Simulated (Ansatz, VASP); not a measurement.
## Two plane-wave programs on HfB

INCAR

```
SYSTEM = HfB
ALGO = Normal
EDIFF = 1E-6
ENCUT = 500
GGA = PE
GGA_COMPAT = .False.
ISIF = 2
ISMEAR = 0
IVDW = 13
LASPH = .True.
LCHARG = .False.
LREAL = .False.
LWAVE = .False.
NBANDS = 14
NELM = 120
PREC = Accurate
SIGMA = 0.05
```

The input KPOINTS:

```
k-points
0
Gamma
  8 8 8
  0 0 0
```

File POSCAR:

```
HfB
1.0
    0.0000000000      2.3678062353      2.3678062353
    2.3678062353      0.0000000000      2.3678062353
    2.3678062353      2.3678062353      0.0000000000
Hf B
1 1
Direct
    0.5000000000      0.5000000000      0.5000000000
    0.0000000000      0.0000000000      0.0000000000
```

Input for Ansatz:

```yaml
crystal:
  lattice:
    - [0.0, 2.3678062353, 2.3678062353]
    - [2.3678062353, 0.0, 2.3678062353]
    - [2.3678062353, 2.3678062353, 0.0]
  atoms:
    - { symbol: Hf, position: [0.5, 0.5, 0.5] }
    - { symbol: B, position: [0.0, 0.0, 0.0] }
basis:
  ecutwfc: 420
  ecutrho_ratio: 4
kpoints:
  mp_grid: { grid: [8, 8, 8] }
hamiltonian:
  xc: pbe
  dispersion: d4
scf:
  occupations: { method: gaussian, width: 0.05 }
output:
  forces: true
  stress: true
  eigenvalues: true
```

Alike in both runs: task single point; functional PBE; dispersion D4; k mesh 8 × 8 × 8; occupations gaussian, width 0.05 eV; no spin polarisation.

|  | VASP | Ansatz |
| --- | --- | --- |
| version | VASP 6.6.1 | Ansatz 0.2.0 |
| potentials or method | VASP PAW PBE potentials, release 64 (Hf_pv, B), cutoff 500 eV | scalar-relativistic, plane waves, PAW |
| valence electrons in the cell | 13 | 29 |

Ansatz gave:

- gap on the k mesh at the Fermi level (eV): none
- pressure (GPa): 7.8

Task: What did VASP give for the same quantities?

Result: gap on the k mesh at the Fermi level (eV): none; pressure (GPa): 8.1.

A gap of «none» marks a metal or a gap that the smearing closes. VASP's potentials hold 13 valence electrons a cell and Ansatz's 29, so a difference there can come from the potentials and not from the codes.

Spin-orbit coupling is off throughout.
